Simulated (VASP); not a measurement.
Write the native input for VASP 6.6.1 that does the following.

* Task: single point
* Functional: r2SCAN
* Potentials or basis: VASP PAW PBE potentials, release 64 (Ti_sv)
* Cutoff: 520 eV
* k mesh: 15 × 15 × 15
* Occupations: fermi-dirac, width 0.1 eV
* Spin: no spin polarisation
* Dipole correction: no
* Further INCAR settings: ALGO = Normal; EDIFF = 1e-07; NBANDS = 12

Crystal: Ti.

```
Ti
1.0
     0.00000    1.99999    1.99999
     1.99999    0.00000    1.99999
     1.99999    1.99999    0.00000
Ti
1
Cartesian
  0.0000 0.0000 0.0000
```

This isn't the form of Ti at room conditions, which is hcp.

One way to write it, as run:

POSCAR

```
Ti
1.0
    0.0000000000      1.9999901589      1.9999901589
    1.9999901589      0.0000000000      1.9999901589
    1.9999901589      1.9999901589      0.0000000000
Ti
1
Direct
    0.0000000000      0.0000000000      0.0000000000
```

INCAR.step1

```
SYSTEM = Ti
  ALGO = Normal
  EDIFF = 1E-4
  ENCUT = 520
  GGA = PE
  ISMEAR = -1
  LASPH = .True.
  LCHARG = .False.
  LREAL = .False.
  LWAVE = .True.
  NBANDS = 12
  NELM = 100
  PREC = Accurate
  SIGMA = 0.1
```

INCAR.step2

```
SYSTEM = Ti
  ALGO = Normal
  EDIFF = 1E-7
  ENCUT = 520
  ISIF = 2
  ISMEAR = -1
  ISTART = 1
  LASPH = .True.
  LCHARG = .False.
  LMIXTAU = .True.
  LREAL = .False.
  LWAVE = .False.
  METAGGA = R2SCAN
  NBANDS = 12
  NELM = 100
  PREC = Accurate
  SIGMA = 0.1
```

KPOINTS

```
k-points
0
Gamma
  15 15 15
  0 0 0
```

Potentials or basis: VASP PAW PBE potentials, release 64 (Ti_sv).

Run with:

```bash
$ cat potpaw_PBE.64/Ti_sv/POTCAR > POTCAR
$ cp INCAR.step1 INCAR
$ mpirun -np 1 vasp_std > vasp.out
$ cp INCAR.step2 INCAR
$ mpirun -np 1 vasp_std > vasp.out
```

It gave:

| Quantity | Value |
| --- | --- |
| Pressure | 11.1 GPa |
| Band gap on the k mesh | zero (bands 6 and 7 overlap by 1.37 eV) |

Caveat: the cell stands under pressure; the PAW data sets were made with another functional, which shifts forces and pressure a little.

Wall time 2.6 min on 1 thread of Intel Xeon 8259CL, with other jobs on the host, peak memory 0.16 GiB.
